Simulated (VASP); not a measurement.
# MgO in VASP: further runs

MgO is run at these levels: PBE; tasks: single point, relaxation of the atoms.

Program: VASP 6.6.1. These are calculated values, not measurements. Logs are shortened: lines on timing, memory, paths and dates and some standing lists are left out, and cuts for length are marked.

## 1. The cell of the first run

The cell holds a slab with vacuum, 4 atoms: a = 3.008 Å, b = 3.008 Å, c = 18.127 Å, α = 90.00°, β = 90.00°, γ = 90.00°.

## 2. Single point, PBE

Contents of INCAR:

```
SYSTEM = MgO
  PREC = Accurate
  ENCUT = 520
  EDIFF = 1E-6
  ISMEAR = -1
  SIGMA = 0.02
  LREAL = .FALSE.
  LASPH = .TRUE.
  NELM = 80
  ALGO = Normal
  ISIF = 2
  LWAVE = .FALSE.
  LCHARG = .FALSE.
  LDIPOL = .TRUE.
  IDIPOL = 3
  DIPOL = 0.5 0.5 0.500
  GGA = PE
  NBANDS = 16
```

Contents of KPOINTS:

```
regular mesh
0
G
  10 10 1
  0 0 0
```

Contents of POSCAR:

```
MgO
1.0
    3.0079491106      0.0000000000      0.0000000000
    0.0000000000      3.0079491106      0.0000000000
    0.0000000000      0.0000000000     18.1269000000
Mg O
2 2
Direct
    0.0000000000      0.0000000000      0.4429616490
    0.5000000000      0.5000000000      0.5570383404
    0.5000000000      0.5000000000      0.4396605882
    0.0000000000      0.0000000000      0.5603394224
```

Potentials or basis: VASP PAW PBE potentials, release 64 (Mg, O).

Command:

```sh
cat potpaw_PBE.64/Mg/POTCAR potpaw_PBE.64/O/POTCAR > POTCAR
mpirun -np 1 vasp_std > vasp.out
```

OUTCAR:

```text
SYSTEM = MgO
   PREC = Accurate
   ENCUT = 520
   EDIFF = 1E-6
   ISMEAR = -1
   LREAL = .FALSE.
   LASPH = .TRUE.
   NELM = 80
   ISIF = 2
   GGA = PE

 ion  position               nearest neighbor table
   1  0.000  0.000  0.443-   4 2.13   3 2.13   3 2.13   3 2.13   3 2.13   2 2.97   2 2.97   2 2.97
                             2 2.97
   2  0.500  0.500  0.557-   3 2.13   4 2.13   4 2.13   4 2.13   4 2.13   1 2.97   1 2.97   1 2.97
                             1 2.97
   3  0.500  0.500  0.440-   2 2.13   1 2.13   1 2.13   1 2.13   1 2.13
   4  0.000  0.000  0.560-   1 2.13   2 2.13   2 2.13   2 2.13   2 2.13

  LATTYP: Found a simple tetragonal cell.
 ALAT       =     3.0079491106
 C/A-ratio  =     6.0263320068

  Lattice vectors:

 A1 = (   3.0079491106,   0.0000000000,   0.0000000000)
 A2 = (   0.0000000000,   3.0079491106,   0.0000000000)
 A3 = (   0.0000000000,   0.0000000000,  18.1269000000)

Analysis of symmetry for initial positions (statically):
=====================================================================
 Subroutine PRICEL returns:
 Original cell was already a primitive cell.

 Routine SETGRP: Setting up the symmetry group for a
 simple tetragonal supercell.

 Subroutine GETGRP returns: Found 16 space group operations
 (whereof  8 operations were pure point group operations)
 out of a pool of 16 trial point group operations.

The static configuration has the point symmetry C_4v.
 The point group associated with its full space group is D_4h.

Analysis of symmetry for dynamics (positions and initial velocities):
=====================================================================
 Subroutine PRICEL returns:
 Original cell was already a primitive cell.

 Routine SETGRP: Setting up the symmetry group for a
 simple tetragonal supercell.

 Subroutine GETGRP returns: Found 16 space group operations
 (whereof  8 operations were pure point group operations)
 out of a pool of 16 trial point group operations.

The dynamic configuration has the point symmetry C_4v.
 The point group associated with its full space group is D_4h.

 Subroutine INISYM returns: Found 16 space group operations
 (whereof  8 operations are pure point group operations),
 and found     1 'primitive' translations

----------------------------------------------------------------------------------------

                                     Primitive cell

  volume of cell :     164.0078

  direct lattice vectors                    reciprocal lattice vectors
     3.007949111  0.000000000  0.000000000     0.332452433  0.000000000  0.000000000
     0.000000000  3.007949111  0.000000000     0.000000000  0.332452433  0.000000000
     0.000000000  0.000000000 18.126900000     0.000000000  0.000000000  0.055166631

  length of vectors
     3.007949111  3.007949111 18.126900000     0.332452433  0.332452433  0.055166631

  position of ions in fractional coordinates (direct lattice)
     0.000000000  0.000000000  0.442961649
     0.500000000  0.500000000  0.557038340
     0.500000000  0.500000000  0.439660588
     0.000000000  0.000000000  0.560339422

  ion indices of the primitive-cell ions
   primitive index   ion index
                 1           1
                 2           2
                 3           3
                 4           4

----------------------------------------------------------------------------------------

 KPOINTS: regular mesh

Automatic generation of k-mesh.
 Grid dimensions read from file:
 generate k-points for:   10   10    1

 Generating k-lattice:

  Cartesian coordinates                     Fractional coordinates (reciprocal lattice)
     0.033245243  0.000000000  0.000000000     0.100000000  0.000000000  0.000000000
     0.000000000  0.033245243  0.000000000     0.000000000  0.100000000  0.000000000
     0.000000000  0.000000000  0.055166631     0.000000000  0.000000000  1.000000000

  Length of vectors
     0.033245243  0.033245243  0.055166631

  Shift w.r.t. Gamma in fractional coordinates (k-lattice)
     0.000000000  0.000000000  0.000000000

 Subroutine IBZKPT returns following result:
 ===========================================

 Found     21 irreducible k-points:

 Following reciprocal coordinates:
            Coordinates               Weight
  0.000000  0.000000  0.000000      1.000000
  0.100000  0.000000  0.000000      4.000000
  0.200000  0.000000  0.000000      4.000000
  0.300000  0.000000  0.000000      4.000000
  0.400000  0.000000  0.000000      4.000000
  0.500000  0.000000  0.000000      2.000000
[... 13 lines left out ...]
  0.500000  0.400000  0.000000      4.000000
  0.500000  0.500000  0.000000      1.000000
   k-points           NKPTS =     21   k-points in BZ     NKDIM =     21   number of bands    NBANDS=     16
   number of dos      NEDOS =    301   number of ions     NIONS =      4
   total plane-waves  NPLWV =  80640
   dimension x,y,z NGX =    24 NGY =   24 NGZ =  140
   dimension x,y,z NGXF=    48 NGYF=   48 NGZF=  280
   ions per type =               2   2
   NGX,Y,Z   is equivalent  to a cutoff of  13.26, 13.26, 12.84 a.u.
   NGXF,Y,Z  is equivalent  to a cutoff of  26.53, 26.53, 25.68 a.u.
 SYSTEM =  MgO
   PREC   = accura    normal or accurate (medium, high low for compatibility)
   ISTART =      0    job   : 0-new  1-cont  2-samecut
   ICHARG =      2    charge: 1-file 2-atom 10-const
   ISPIN  =      1    spin polarized calculation?
   LNONCOLLINEAR =      F non collinear calculations
   LSORBIT =      F    spin-orbit coupling
   LASPH  =      T    aspherical Exc in radial PAW
   ENCUT  =  520.0 eV  38.22 Ry    6.18 a.u.   5.59  5.59 33.70*2*pi/ulx,y,z
   NELM   =     80;   NELMIN=  2; NELMDL= -5     # of ELM steps
   EDIFF  = 0.1E-05   stopping-criterion for ELM
   LREAL  =      F    real-space projection
   EDIFFG = 0.1E-04   stopping-criterion for IOM
   NSW    =      0    number of steps for IOM
   IBRION =     -1    ionic relax: 0-MD 1-quasi-New 2-CG
   NFREE  =      0    steps in history (QN), initial steepest desc. (CG)
   ISIF   =      2    stress and relaxation
   ISYM   =      2    0-nonsym 1-usesym 2-fastsym
   POTIM  = 0.5000    time-step for ionic-motion
   TEBEG  =    0.0;   TEEND  =   0.0 temperature during run
   PSTRESS=    0.0 pullay stress
   NELECT =      16.0000    total number of electrons
   NUPDOWN=      -1.0000    fix difference up-down
   EMIN   =  10.00;   EMAX   =-10.00  energy-range for DOS
   EFERMI =   0.00;   METHOD = LEGACY
   ISMEAR =    -1;   SIGMA  =   0.02  broadening in eV -4-tet -1-fermi 0-gaus
   EFERMI_NEDOS =   21; number of points for ismear=-14 and -15
   IALGO  =     38    algorithm
   IMIX   =      4    mixing-type and parameters
     AMIX     =   0.40;   BMIX     =  1.00
     AMIX_MAG =   1.60;   BMIX_MAG =  1.00
  volume/ion in A,a.u.               =      41.00       276.69
  Fermi-wavevector in a.u.,A,eV,Ry     =   0.753633  1.424160  7.727605  0.567963
  Thomas-Fermi vector in A             =   1.851117
   LORBIT       =      0    0 simple, 1 ext, 2 COOP (PROOUT), +10 PAW based schemes
   GGA     = PE    functional components
   LHFCALC =     F    Hartree Fock is set to
   AEXX    =    0.0000 exact exchange contribution
   IVDW    =     0    specifies the selected vdW correction
   LEPSILON=     F    determine dielectric tensor
   LRPA    =     F    only Hartree local field effects (RPA)
 non-spin polarized calculation
  energy-cutoff  :      520.00
  volume of cell :      164.01
 maximum number of plane-waves:      4447
 NGX is ok and might be reduce to    24
   NGX = 11   NGY = 11   NGZ = 67

 dipolmoment           0.000000      0.000000      0.000000 electrons x Angstroem

 number of electron      16.0000004 magnetization

 dipolmoment           0.000000      0.000000     -0.000001 electrons x Angstroem

 Free energy of the ion-electron system (eV)
  ---------------------------------------------------
  ext. energy  EPLUGINS =         0.00000000
  ---------------------------------------------------
  free energy    TOTEN  =       -22.80705834 eV

  energy without entropy =      -22.80705834  energy(sigma->0) =      -22.80705834

 E-fermi :  -2.8218     XC(G=0):  -3.3900

 val. band max:       -3.3344209404   @ k =   0.0000   0.0000   0.0000
 cond. band min:      -0.0495228995   @ k =   0.0000   0.0000   0.0000
 fundamental gap:      3.2848980408
 Fermi energy:        -2.8217562100

 k-point     1 :       0.0000    0.0000    0.0000
  band No.  band energies     occupation
      1     -19.6221      2.00000
      2     -18.8832      2.00000
      3      -5.9050      2.00000
      4      -4.2238      2.00000
      5      -3.9612      2.00000
      6      -3.9612      2.00000
[... 8 lines left out ...]
     15       5.3382      0.00000
     16       6.8933      0.00000

 k-point     2 :       0.1000    0.0000    0.0000
  band No.  band energies     occupation
      1     -19.5651      2.00000
      2     -18.8556      2.00000
      3      -5.8523      2.00000
      4      -4.6352      2.00000
      5      -3.9396      2.00000
      6      -3.8163      2.00000
[... 8 lines left out ...]
     15       5.4582      0.00000
     16       7.0809      0.00000

 k-point     3 :       0.2000    0.0000    0.0000
  band No.  band energies     occupation
      1     -19.4065      2.00000
      2     -18.7869      2.00000
      3      -5.7786      2.00000
      4      -5.3880      2.00000
      5      -4.4352      2.00000
      6      -3.8782      2.00000
[... 8 lines left out ...]
     15       5.7210      0.00000
     16       7.3983      0.00000

 k-point     4 :       0.3000    0.0000    0.0000
  band No.  band energies     occupation
      1     -19.1832      2.00000
      2     -18.7170      2.00000
      3      -6.1435      2.00000
      4      -6.0471      2.00000
      5      -4.6946      2.00000
      6      -3.7867      2.00000
[... 8 lines left out ...]
     15       6.2996      0.00000
     16       7.2572      0.00000

 k-point     5 :       0.4000    0.0000    0.0000
  band No.  band energies     occupation
      1     -18.9523      2.00000
      2     -18.6998      2.00000
      3      -6.6600      2.00000
      4      -6.5482      2.00000
      5      -4.4247      2.00000
      6      -3.7778      2.00000
[... 8 lines left out ...]
     15       6.0872      0.00000
     16       6.9870      0.00000

 k-point     6 :       0.5000    0.0000    0.0000
  band No.  band energies     occupation
      1     -18.7773      2.00000
      2     -18.7773      2.00000
      3      -6.8011      2.00000
      4      -6.8011      2.00000
      5      -4.0567      2.00000
      6      -4.0567      2.00000
[... 8 lines left out ...]
     15       6.3529      0.00000
     16       6.3529      0.00000
[... 210 lines left out ...]
 k-point    18 :       0.5000    0.3000    0.0000
  band No.  band energies     occupation
      1     -18.5835      2.00000
      2     -18.5835      2.00000
      3      -6.3711      2.00000
      4      -6.3710      2.00000
      5      -4.9035      2.00000
      6      -4.9035      2.00000
[... 8 lines left out ...]
     15       7.6254      0.00000
     16       7.6254      0.00000

 k-point    19 :       0.4000    0.4000    0.0000
  band No.  band energies     occupation
      1     -18.5790      2.00000
      2     -18.4965      2.00000
      3      -6.3250      2.00000
      4      -6.2105      2.00000
      5      -5.2736      2.00000
      6      -4.9497      2.00000
[... 8 lines left out ...]
     15       7.9624      0.00000
     16       8.2206      0.00000

 k-point    20 :       0.5000    0.4000    0.0000
  band No.  band energies     occupation
      1     -18.5053      2.00000
      2     -18.5053      2.00000
      3      -6.3466      2.00000
      4      -6.3466      2.00000
      5      -5.0916      2.00000
      6      -5.0916      2.00000
[... 8 lines left out ...]
     15       8.4090      0.00000
     16       8.4090      0.00000

 k-point    21 :       0.5000    0.5000    0.0000
  band No.  band energies     occupation
      1     -18.4748      2.00000
      2     -18.4748      2.00000
      3      -6.3878      2.00000
      4      -6.3878      2.00000
      5      -5.0878      2.00000
      6      -5.0878      2.00000
[... 8 lines left out ...]
     15       8.7701      0.00000
     16       8.7701      0.00000

------------------------ aborting loop because EDIFF is reached ----------------------------------------

 vacuum level on the upper side and lower side of the slab       (xc-potential included)        -0.141        -0.141

  FORCE on cell =-STRESS in cart. coord.  units (eV):
  Direction    XX          YY          ZZ          XY          YZ          ZX
  --------------------------------------------------------------------------------------
  -------------------------------------------------------------------------------------
  Total       -3.8777180     -3.8777180     -0.1095804      0.0000000      0.0000000      0.0000000
  in kB      -37.8810747    -37.8810747     -1.0704809      0.0000000      0.0000000      0.0000000
  external PRESSURE =     -25.6108768 kB  Pullay stress =       0.0000000 kB

 VOLUME and BASIS-vectors are now :
 -----------------------------------------------------------------------------
  energy-cutoff  :      520.00
  volume of cell :      164.01
      direct lattice vectors                 reciprocal lattice vectors
     3.007949111  0.000000000  0.000000000     0.332452433  0.000000000  0.000000000
     0.000000000  3.007949111  0.000000000     0.000000000  0.332452433  0.000000000
     0.000000000  0.000000000 18.126900000     0.000000000  0.000000000  0.055166631

 POSITION                                       TOTAL-FORCE (eV/Angst)
 -----------------------------------------------------------------------------------
      0.00000      0.00000      8.02952         0.000000      0.000000      0.028977
      1.50397      1.50397     10.09738         0.000000     -0.000000     -0.028977
      1.50397      1.50397      7.96968        -0.000000      0.000000      0.001808
      0.00000      0.00000     10.15722         0.000000      0.000000     -0.001808
 -----------------------------------------------------------------------------------
    total drift:                                0.000000      0.000000     -0.000286

  FREE ENERGIE OF THE ION-ELECTRON SYSTEM (eV)
  ---------------------------------------------------
  free  energy   TOTEN  =       -22.8070583435 eV

  energy  without entropy=      -22.8070583435  energy(sigma->0) =      -22.80705834

 vacuum level on the upper side and lower side of the slab         1.853         1.853
```

It took 2 min on 1 thread of Intel Xeon 8259CL, shared host; peak memory 0.28 GiB.

Results:

```
Free energy            : -22.8071 eV
Largest force          : 0.029 eV/Å
Band gap on the k mesh : 3.28 eV
```

Forces in eV/Å, atoms in the order of the input:
```
Mg   0.000  0.000  0.029
Mg   0.000  0.000 -0.029
O    0.000  0.000  0.002
O    0.000  0.000 -0.002
```

## 3. Single point, PBE

Contents of INCAR:

```
ALGO = Normal ; DIPOL = 0.5 0.5 0.500
EDIFF = 1E-6 ; ENCUT = 520
GGA = PE ; IDIPOL = 3
ISIF = 2 ; ISMEAR = -1
LASPH = T ; LCHARG = T
LDIPOL = T ; LELF = T
LREAL = F ; LVACPOTAV = T
LVHAR = T ; LWAVE = F
NBANDS = 16 ; NELM = 80
PREC = Accurate ; SIGMA = 0.02
```

Contents of KPOINTS:

```
k-points
0
Gamma
  10 10 1
```

POSCAR is that of step 2.

Potentials or basis: VASP PAW PBE potentials, release 64 (Mg, O).

Command:

```sh
cat potpaw_PBE.64/Mg/POTCAR potpaw_PBE.64/O/POTCAR > POTCAR
mpirun -np 1 vasp_std > vasp.out
```

Run time: 1.9 min. Hardware: 1 thread of Intel Xeon 8259CL, shared host; peak memory 0.28 GiB.

The run converged. Its results:

```
Free energy            : -22.8071 eV
Largest force          : 0.029 eV/Å
Band gap on the k mesh : 3.28 eV
```

Forces in eV/Å, atoms in the order of the input:
```
Mg   0.000  0.000  0.029
Mg   0.000  0.000 -0.029
O    0.000  0.000  0.002
O    0.000  0.000 -0.002
```

Levels at points of the mesh, in eV from the valence-band top:
```csv
k point,band 6,band 7,band 8,band 9,band 10,band 11
"(0.00, 0.00, 0.00)",-0.63,0.00,0.00,3.28,4.33,5.30
"(0.50, 0.00, 0.00)",-0.72,-0.24,-0.24,6.84,6.84,7.96
"(0.50, 0.50, 0.00)",-1.75,-0.56,-0.56,8.40,8.40,9.92
```

## 4. Single point, PBE

Contents of INCAR:

```
SYSTEM = MgO
  PREC = Accurate
  ENCUT = 520
  EDIFF = 1E-7
  ISMEAR = -1
  SIGMA = 0.02
  LREAL = .False.
  LASPH = .True.
  NELM = 80
  ALGO = Normal
  ISIF = 2
  LWAVE = .False.
  LCHARG = .False.
  LDIPOL = .True.
  IDIPOL = 3
  DIPOL = 0.5 0.5 0.500
  GGA = PE
  NBANDS = 16
  ISYM = 0
```

Contents of KPOINTS:

```
Automatic mesh
0
Gamma
  10 10 1
  0.5 0.5 0
```

POSCAR is that of step 3.

Command:

```sh
cat potpaw_PBE.64/Mg/POTCAR potpaw_PBE.64/O/POTCAR > POTCAR
mpirun -np 1 vasp_std > vasp.out
```

Run time: 4.3 min. Hardware: 1 thread of Intel Xeon 8259CL, shared host; peak memory 0.33 GiB.

It converged, with:

| Item | Value |
| --- | --- |
| Free energy | -22.8071 eV |
| Largest force | 0.029 eV/Å |
| Band gap on the k mesh | 3.51 eV |

Forces on the atoms (eV/Å):
```
Mg   0.000  0.000  0.029
Mg   0.000  0.000 -0.029
O    0.000  0.000  0.002
O    0.000  0.000 -0.002
```

Levels at points of the mesh, in eV from the valence-band top:
```csv
k point,band 5,band 6,band 7,band 8,band 9,band 10,band 11,band 12
"(0.05, 0.05, 0.00)",-0.66,-0.42,-0.11,0.00,3.51,4.44,5.44,6.36
```

## 5. Relaxation of the atoms, PBE

Contents of INCAR:

```
SYSTEM = MgO
  PREC = Accurate
  ENCUT = 520
  EDIFF = 1E-6
  ISMEAR = -1
  SIGMA = 0.02
  LREAL = .False.
  LASPH = .True.
  NELM = 100
  ALGO = Normal
  ISIF = 2
  LWAVE = .False.
  LCHARG = .False.
  LDIPOL = .True.
  IDIPOL = 3
  DIPOL = 0.5 0.5 0.500
  GGA = PE
  IBRION = 2
  NSW = 60
  EDIFFG = -0.01
```

Contents of KPOINTS:

```
regular mesh
0
Gamma
  10 10 1
  0 0 0
```

Contents of POSCAR:

```
MgO
1.0
    3.0079491106      0.0000000000      0.0000000000
    0.0000000000      3.0079491106      0.0000000000
    0.0000000000      0.0000000000     18.1269000000
Mg O
2 2
Direct
    0.0000000000      0.0000000000      0.4413319097
    0.5000000000      0.5000000000      0.5586680903
    0.5000000000      0.5000000000      0.4413319097
    0.0000000000      0.0000000000      0.5586680903
```

Command:

```sh
cat potpaw_PBE.64/Mg/POTCAR potpaw_PBE.64/O/POTCAR > POTCAR
mpirun -np 1 vasp_std > vasp.out
```

It took 3.2 min on 1 thread of Intel Xeon 8259CL, shared host; peak memory 0.29 GiB.

The run converged. Its results:

- Free energy: -22.8071 eV
- Energy gained by relaxing: 7.1 meV/atom
- Ionic steps: 3
- Largest force after relaxing: 0.010 eV/Å
- Band gap on the k mesh: 3.29 eV

Forces in eV/Å, atoms in the order of the input:
```
Mg   0.000  0.000  0.008
Mg   0.000  0.000 -0.008
O    0.000  0.000  0.010
O    0.000  0.000 -0.010
```

The path:
| step | energy change (eV) | largest force (eV/Å) | pressure (GPa) |
| --- | --- | --- | --- |
| 1 | 0.0000 | 0.4661 | -2.59 |
| 2 | -0.0261 | 0.1392 | -2.56 |
| 3 | -0.0284 | 0.0098 | -2.54 |

Final structure:
```yaml
crystal:
  lattice:
    - [3.00795, 0.00000, 0.00000]
    - [0.00000, 3.00795, 0.00000]
    - [0.00000, 0.00000, 18.12690]
  atoms:
    - { symbol: Mg, position: [0.00000, 0.00000, 0.44306] }
    - { symbol: Mg, position: [0.50000, 0.50000, 0.55694] }
    - { symbol: O, position: [0.50000, 0.50000, 0.43965] }
    - { symbol: O, position: [0.00000, 0.00000, 0.56035] }
```

Levels at points of the mesh, in eV from the valence-band top:
| k point | band 6 | band 7 | band 8 | band 9 | band 10 | band 11 |
| --- | --- | --- | --- | --- | --- | --- |
| (0.00, 0.00, 0.00) | -0.63 | 0.00 | 0.00 | 3.29 | 4.34 | 5.34 |
| (0.50, 0.00, 0.00) | -0.72 | -0.24 | -0.24 | 6.85 | 6.85 | 7.97 |
| (0.50, 0.50, 0.00) | -1.75 | -0.56 | -0.56 | 8.41 | 8.41 | 9.92 |

## 6. Overview

```csv
task,cell,k mesh,gap on the mesh (eV),largest force (eV/Å)
single point,"as given, atomic positions A",10 × 10 × 1,3.28,0.03
single point,"as given, atomic positions A","10 × 10 × 1, shifted",3.51,0.03
relaxation of the atoms,"atoms relaxed, atomic positions B",10 × 10 × 1,3.29,0.01
```

Alike in all rows: level PBE; potentials or basis VASP PAW PBE potentials, release 64 (Mg, O); no spin polarisation; cutoff (eV) 520; smearing fermi-dirac 0.02 eV.

Total energies depend on the potentials used, so only differences within one code and one set of settings carry meaning.
